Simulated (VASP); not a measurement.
# Ca in VASP: a series of runs

Ca is run at these levels: PBEsol, LDA, PBE, BLYP, r2SCAN+D3(BJ); tasks: single point.

All numbers are computed with VASP 6.6.1; they aren't measurements. Logs are shortened: lines on timing, memory, paths and dates and some standing lists are left out, and cuts for length are marked.

## Step 1: The cell of the first run

The structure is cubic, space group Fm-3m (No. 225). Conventional cell: a = 5.588 Å, b = 5.588 Å, c = 5.588 Å, α = 90.00°, β = 90.00°, γ = 90.00°. Within 5.2 Å of Ca (site symmetry m-3m) lie 12 Ca at 3.95 Å.

## Step 2: Single point, PBEsol

The input, INCAR:

```
PREC = Accurate ; ENCUT = 520
EDIFF = 1E-6 ; ISMEAR = 0
SIGMA = 0.1 ; LREAL = F
LASPH = T ; NELM = 60
ALGO = Normal ; ISIF = 2
LWAVE = F ; LCHARG = T
GGA = PS ; LELF = T
LVHAR = T ; NBANDS = 11
```

The input, KPOINTS:

```
regular mesh
0
Gamma
  8 8 8
```

The input, POSCAR:

```
Ca
1.0
    0.0000000000      2.7942000000      2.7942000000
    2.7942000000      0.0000000000      2.7942000000
    2.7942000000      2.7942000000      0.0000000000
Ca
1
Direct
    0.0000000000      0.0000000000      0.0000000000
```

Potentials or basis: VASP PAW PBE potentials, release 64 (Ca_sv).

Launch:

```console
$ cat potpaw_PBE.64/Ca_sv/POTCAR > POTCAR
$ mpirun -np 1 vasp_std > vasp.out
```

OUTCAR:

```text
PREC = Accurate
   ENCUT = 520
   EDIFF = 1E-6
   ISMEAR = 0
   LREAL = F
   LASPH = T
   NELM = 60
   ISIF = 2
   GGA = PS

 ion  position               nearest neighbor table
   1  0.000  0.000  0.000-

  LATTYP: Found a face centered cubic cell.
 ALAT       =     5.5884000000

  Lattice vectors:

 A1 = (   0.0000000000,   2.7942000000,   2.7942000000)
 A2 = (   2.7942000000,   0.0000000000,   2.7942000000)
 A3 = (   2.7942000000,   2.7942000000,   0.0000000000)

Analysis of symmetry for initial positions (statically):
=====================================================================
 Subroutine PRICEL returns:
 Original cell was already a primitive cell.

 Routine SETGRP: Setting up the symmetry group for a
 face centered cubic supercell.

 Subroutine GETGRP returns: Found 48 space group operations
 (whereof 48 operations were pure point group operations)
 out of a pool of 48 trial point group operations.

The static configuration has the point symmetry O_h .

Analysis of symmetry for dynamics (positions and initial velocities):
=====================================================================
 Subroutine PRICEL returns:
 Original cell was already a primitive cell.

 Routine SETGRP: Setting up the symmetry group for a
 face centered cubic supercell.

 Subroutine GETGRP returns: Found 48 space group operations
 (whereof 48 operations were pure point group operations)
 out of a pool of 48 trial point group operations.

The dynamic configuration has the point symmetry O_h .

 Subroutine INISYM returns: Found 48 space group operations
 (whereof 48 operations are pure point group operations),
 and found     1 'primitive' translations

----------------------------------------------------------------------------------------

                                     Primitive cell

  volume of cell :      43.6317

  direct lattice vectors                    reciprocal lattice vectors
     0.000000000  2.794200000  2.794200000    -0.178942094  0.178942094  0.178942094
     2.794200000  0.000000000  2.794200000     0.178942094 -0.178942094  0.178942094
     2.794200000  2.794200000  0.000000000     0.178942094  0.178942094 -0.178942094

  length of vectors
     3.951595536  3.951595536  3.951595536     0.309936799  0.309936799  0.309936799

  position of ions in fractional coordinates (direct lattice)
     0.000000000  0.000000000  0.000000000

  ion indices of the primitive-cell ions
   primitive index   ion index
                 1           1

----------------------------------------------------------------------------------------

 KPOINTS: regular mesh

Automatic generation of k-mesh.
 Grid dimensions read from file:
 generate k-points for:    8    8    8

 Generating k-lattice:

  Cartesian coordinates                     Fractional coordinates (reciprocal lattice)
    -0.022367762  0.022367762  0.022367762     0.125000000  0.000000000  0.000000000
     0.022367762 -0.022367762  0.022367762     0.000000000  0.125000000  0.000000000
     0.022367762  0.022367762 -0.022367762     0.000000000  0.000000000  0.125000000

  Length of vectors
     0.038742100  0.038742100  0.038742100

  Shift w.r.t. Gamma in fractional coordinates (k-lattice)
     0.000000000  0.000000000  0.000000000

 Subroutine IBZKPT returns following result:
 ===========================================

 Found     29 irreducible k-points:

 Following reciprocal coordinates:
            Coordinates               Weight
  0.000000  0.000000  0.000000      1.000000
  0.125000  0.000000  0.000000      8.000000
  0.250000  0.000000  0.000000      8.000000
  0.375000  0.000000  0.000000      8.000000
  0.500000  0.000000  0.000000      4.000000
  0.125000  0.125000  0.000000      6.000000
[... 16 lines left out ...]
  0.500000  0.250000  0.125000     48.000000
 -0.375000  0.250000  0.125000     24.000000
 [... further k-points ...]
   k-points           NKPTS =     29   k-points in BZ     NKDIM =     29   number of bands    NBANDS=     11
   number of dos      NEDOS =    301   number of ions     NIONS =      1
   total plane-waves  NPLWV =  27000
   dimension x,y,z NGX =    30 NGY =   30 NGZ =   30
   dimension x,y,z NGXF=    60 NGYF=   60 NGZF=   60
   ions per type =               1
   NGX,Y,Z   is equivalent  to a cutoff of  12.62, 12.62, 12.62 a.u.
   NGXF,Y,Z  is equivalent  to a cutoff of  25.24, 25.24, 25.24 a.u.
 SYSTEM =  unknown system
   PREC   = accura    normal or accurate (medium, high low for compatibility)
   ISTART =      0    job   : 0-new  1-cont  2-samecut
   ICHARG =      2    charge: 1-file 2-atom 10-const
   ISPIN  =      1    spin polarized calculation?
   LNONCOLLINEAR =      F non collinear calculations
   LSORBIT =      F    spin-orbit coupling
   LASPH  =      T    aspherical Exc in radial PAW
   ENCUT  =  520.0 eV  38.22 Ry    6.18 a.u.   7.35  7.35  7.35*2*pi/ulx,y,z
   NELM   =     60;   NELMIN=  2; NELMDL= -5     # of ELM steps
   EDIFF  = 0.1E-05   stopping-criterion for ELM
   LREAL  =      F    real-space projection
   EDIFFG = 0.1E-04   stopping-criterion for IOM
   NSW    =      0    number of steps for IOM
   IBRION =     -1    ionic relax: 0-MD 1-quasi-New 2-CG
   NFREE  =      0    steps in history (QN), initial steepest desc. (CG)
   ISIF   =      2    stress and relaxation
   ISYM   =      2    0-nonsym 1-usesym 2-fastsym
   POTIM  = 0.5000    time-step for ionic-motion
   TEBEG  =    0.0;   TEEND  =   0.0 temperature during run
   PSTRESS=    0.0 pullay stress
   NELECT =      10.0000    total number of electrons
   NUPDOWN=      -1.0000    fix difference up-down
   EMIN   =  10.00;   EMAX   =-10.00  energy-range for DOS
   EFERMI =   0.00;   METHOD = LEGACY
   ISMEAR =     0;   SIGMA  =   0.10  broadening in eV -4-tet -1-fermi 0-gaus
   EFERMI_NEDOS =   21; number of points for ismear=-14 and -15
   IALGO  =     38    algorithm
   IMIX   =      4    mixing-type and parameters
     AMIX     =   0.40;   BMIX     =  1.00
     AMIX_MAG =   1.60;   BMIX_MAG =  1.00
  volume/ion in A,a.u.               =      43.63       294.44
  Fermi-wavevector in a.u.,A,eV,Ry     =   1.001861  1.893242 13.656506  1.003725
  Thomas-Fermi vector in A             =   2.134310
   LORBIT       =      0    0 simple, 1 ext, 2 COOP (PROOUT), +10 PAW based schemes
   GGA     = PS    functional components
   LHFCALC =     F    Hartree Fock is set to
   AEXX    =    0.0000 exact exchange contribution
   IVDW    =     0    specifies the selected vdW correction
   LEPSILON=     F    determine dielectric tensor
   LRPA    =     F    only Hartree local field effects (RPA)
 non-spin polarized calculation
 Gauss-broadening in eV      SIGMA  =   0.10
  energy-cutoff  :      520.00
  volume of cell :       43.63
 maximum number of plane-waves:      1211
 NGX is ok and might be reduce to    30
   NGX = 15   NGY = 15   NGZ = 15

 number of electron      10.0000000 magnetization

 number of electron       9.9999997 magnetization

 Free energy of the ion-electron system (eV)
  ---------------------------------------------------
  ext. energy  EPLUGINS =         0.00000000
  ---------------------------------------------------
  free energy    TOTEN  =        -2.12599176 eV

  energy without entropy =       -2.11776213  energy(sigma->0) =       -2.12187694

 E-fermi :   1.7150     XC(G=0):  -7.7048

 val. band max:        1.6788095437   @ k =  -0.3750   0.2500   0.1250
 cond. band min:       1.7797007982   @ k =   0.5000   0.1250   0.0000
 fundamental gap:      0.1008912545
 Fermi energy:         1.7150199068

 k-point     1 :       0.0000    0.0000    0.0000
  band No.  band energies     occupation
      1     -40.1536      2.00000
      2     -21.1495      2.00000
      3     -21.1495      2.00000
      4     -21.1495      2.00000
      5      -2.2120      2.00000
      6       4.0462      0.00000
      7       4.0462      0.00000
      8       4.0462      0.00000
      9       5.0831      0.00000
     10       5.0831      0.00000
     11      10.7475      0.00000

 k-point     2 :       0.1250    0.0000    0.0000
  band No.  band energies     occupation
      1     -40.1518      2.00000
      2     -21.1679      2.00000
      3     -21.1520      2.00000
      4     -21.1520      2.00000
      5      -1.9534      2.00000
      6       3.7803      0.00000
      7       4.1339      0.00000
      8       4.1339      0.00000
      9       5.0143      0.00000
     10       5.0143      0.00000
     11      10.8125      0.00000

 k-point     3 :       0.2500    0.0000    0.0000
  band No.  band energies     occupation
      1     -40.1476      2.00000
      2     -21.2121      2.00000
      3     -21.1581      2.00000
      4     -21.1581      2.00000
      5      -1.2169      2.00000
      6       3.1528      0.00000
      7       4.1779      0.00000
      8       4.1779      0.00000
      9       5.0943      0.00000
     10       5.0943      0.00000
     11       8.9357      0.00000

 k-point     4 :       0.3750    0.0000    0.0000
  band No.  band energies     occupation
      1     -40.1434      2.00000
      2     -21.2558      2.00000
      3     -21.1643      2.00000
      4     -21.1643      2.00000
      5      -0.1368      2.00000
      6       2.3389      0.00000
      7       4.0225      0.00000
      8       4.0225      0.00000
      9       5.5046      0.00000
     10       5.5046      0.00000
     11       7.3802      0.00000

 k-point     5 :       0.5000    0.0000    0.0000
  band No.  band energies     occupation
      1     -40.1417      2.00000
      2     -21.2738      2.00000
      3     -21.1668      2.00000
      4     -21.1668      2.00000
      5       0.7738      2.00000
      6       1.5822      1.93976
      7       3.9389      0.00000
      8       3.9389      0.00000
      9       5.7467      0.00000
     10       5.7467      0.00000
     11       6.7744      0.00000
[... 211 lines left out ...]
 k-point    21 :       0.5000    0.5000    0.0000
  band No.  band energies     occupation
      1     -40.1378      2.00000
      2     -21.2667      2.00000
      3     -21.1952      2.00000
      4     -21.1952      2.00000
      5       1.3339      2.00000
      6       2.3460      0.00000
      7       2.6663      0.00000
      8       5.7409      0.00000
      9       5.9220      0.00000
     10       5.9220      0.00000
     11       7.5274      0.00000

 k-point    22 :       0.3750    0.2500    0.1250
  band No.  band energies     occupation
      1     -40.1445      2.00000
      2     -21.2230      2.00000
      3     -21.1810      2.00000
      4     -21.1660      2.00000
      5      -0.5971      2.00000
      6       2.9492      0.00000
      7       3.6959      0.00000
      8       4.5852      0.00000
      9       4.7109      0.00000
     10       5.5994      0.00000
     11       8.9374      0.00000

 k-point    23 :       0.5000    0.2500    0.1250
  band No.  band energies     occupation
      1     -40.1411      2.00000
      2     -21.2466      2.00000
      3     -21.1947      2.00000
      4     -21.1733      2.00000
      5       0.4282      2.00000
      6       2.4524      0.00000
      7       3.2969      0.00000
      8       4.4316      0.00000
      9       5.2536      0.00000
     10       5.9635      0.00000
     11       7.3526      0.00000

 k-point    24 :      -0.3750    0.2500    0.1250
  band No.  band energies     occupation
      1     -40.1397      2.00000
      2     -21.2567      2.00000
      3     -21.1991      2.00000
      4     -21.1772      2.00000
      5       1.4241      1.99996
      6       1.6788      1.39141
      7       3.2385      0.00000
      8       4.3380      0.00000
      9       5.5864      0.00000
     10       6.1278      0.00000
     11       6.5236      0.00000

 [... further k-points ...]
[... 5 lines left out ...]
  --------------------------------------------------------------------------------------
  -------------------------------------------------------------------------------------
  Total       -0.3222217     -0.3222217     -0.3222217      0.0000000      0.0000000     -0.0000000
  in kB      -11.8321301    -11.8321301    -11.8321301      0.0000000      0.0000000     -0.0000000
  external PRESSURE =     -11.8321301 kB  Pullay stress =       0.0000000 kB

 VOLUME and BASIS-vectors are now :
 -----------------------------------------------------------------------------
  energy-cutoff  :      520.00
  volume of cell :       43.63
      direct lattice vectors                 reciprocal lattice vectors
     0.000000000  2.794200000  2.794200000    -0.178942094  0.178942094  0.178942094
     2.794200000  0.000000000  2.794200000     0.178942094 -0.178942094  0.178942094
     2.794200000  2.794200000  0.000000000     0.178942094  0.178942094 -0.178942094

 POSITION                                       TOTAL-FORCE (eV/Angst)
 -----------------------------------------------------------------------------------
      0.00000      0.00000      0.00000         0.000000      0.000000     -0.000000
 -----------------------------------------------------------------------------------
    total drift:                               -0.000000     -0.000000      0.000000

  FREE ENERGIE OF THE ION-ELECTRON SYSTEM (eV)
  ---------------------------------------------------
  free  energy   TOTEN  =        -2.1259917590 eV

  energy  without entropy=       -2.1177621282  energy(sigma->0) =       -2.12187694
```

It took 8.2 s on 1 thread of Intel Xeon Platinum 8488C (Sapphire Rapids), shared host; peak memory 0.17 GiB.

What came out:

```
Free energy            : -2.1260 eV
Pressure               : -1.2 GPa
Band gap on the k mesh : zero (bands 5 and 6 overlap by 0.40 eV)
```

Caveat: the PAW data sets were made with another functional, which shifts forces and pressure a little.

## Step 3: Single point, LDA (41.89 Å³/atom)

This run uses another cell than the first one, of 41.89 Å³/atom.

The input, INCAR:

```
SYSTEM = Ca
ALGO = Fast
EDIFF = 1E-6
ENCUT = 520
ISIF = 2
ISMEAR = 1
LASPH = .TRUE.
LCHARG = .FALSE.
LREAL = .FALSE.
LWAVE = .FALSE.
NBANDS = 11
NELM = 80
PREC = Accurate
SIGMA = 0.2
```

The input, KPOINTS:

```
k-points
0
G
  8 8 8
  0 0 0
```

The input, POSCAR:

```
Ca
1.0
    0.0000000000      2.7564359112      2.7564359112
    2.7564359112      0.0000000000      2.7564359112
    2.7564359112      2.7564359112      0.0000000000
Ca
1
Direct
    0.0000000000      0.0000000000      0.0000000000
```

Potentials or basis: VASP PAW LDA potentials, release 64 (Ca_sv).

Launch:

```console
$ cat potpaw_LDA.64/Ca_sv/POTCAR > POTCAR
$ mpirun -np 1 vasp_std > vasp.out
```

Run time: 8.7 s. Hardware: 1 thread of Intel Xeon Platinum 8488C (Sapphire Rapids), shared host; peak memory 0.14 GiB.

It converged, with:

```yaml
Free_energy: -2.1875 eV
Pressure: -1.6 GPa
Band_gap_on_the_k_mesh: zero (bands 5 and 6 overlap by 0.27 eV)
```

Levels at points of the mesh, in eV from the Fermi level:
```csv
k point,band 3,band 4,band 5,band 6,band 7,band 8
"(0.00, 0.00, 0.00)",-22.73,-22.73,-4.00,2.25,2.25,2.25
"(0.50, 0.00, 0.00)",-22.75,-22.75,-1.01,-0.07,2.15,2.15
"(0.50, 0.50, 0.00)",-22.78,-22.78,-0.47,0.52,1.05,4.01
```

## Step 4: Single point, PBE (50.18 Å³/atom)

This run uses another cell than the first one, of 50.18 Å³/atom.

The input, INCAR:

```
PREC = Accurate ; ENCUT = 520
EDIFF = 1E-6 ; ISMEAR = 1
SIGMA = 0.2 ; LREAL = F
LASPH = T ; NELM = 60
ALGO = Fast ; ISIF = 2
LWAVE = F ; LCHARG = F
GGA = PE ; NBANDS = 11
```

The input, KPOINTS:

```
Automatic mesh
0
Gamma
  8 8 8
```

The input, POSCAR:

```
Ca
1.0
    0.0000000000      2.9274541495      2.9274541495
    2.9274541495      0.0000000000      2.9274541495
    2.9274541495      2.9274541495      0.0000000000
Ca
1
Direct
    0.0000000000      0.0000000000      0.0000000000
```

Potentials or basis: VASP PAW PBE potentials, release 64 (Ca_sv).

Launch:

```console
$ cat potpaw_PBE.64/Ca_sv/POTCAR > POTCAR
$ mpirun -np 1 vasp_std > vasp.out
```

Run time: 9.5 s. Hardware: 1 thread of Intel Xeon Platinum 8488C (Sapphire Rapids), shared host; peak memory 0.17 GiB.

It converged, with:

- Free energy: -1.8688 eV
- Pressure: -2.2 GPa
- Band gap on the k mesh: zero (bands 5 and 6 overlap by 0.53 eV)

Levels at points of the mesh, in eV from the Fermi level:
```csv
k point,band 1,band 2,band 3,band 4,band 5,band 6,band 7,band 8,band 9,band 10
"(0.00, 0.00, 0.00)",-42.39,-23.32,-23.32,-23.32,-3.68,2.13,2.13,2.13,3.00,3.00
"(0.50, 0.00, 0.00)",-42.39,-23.39,-23.33,-23.33,-0.89,-0.21,2.04,2.04,3.55,3.55
"(0.50, 0.50, 0.00)",-42.38,-23.39,-23.35,-23.35,-0.28,0.68,0.74,3.54,3.69,3.69
```

(Part 1 of 2 ends here.)

The gap in the log of VASP goes by the Fermi energy; the results here count the filled bands.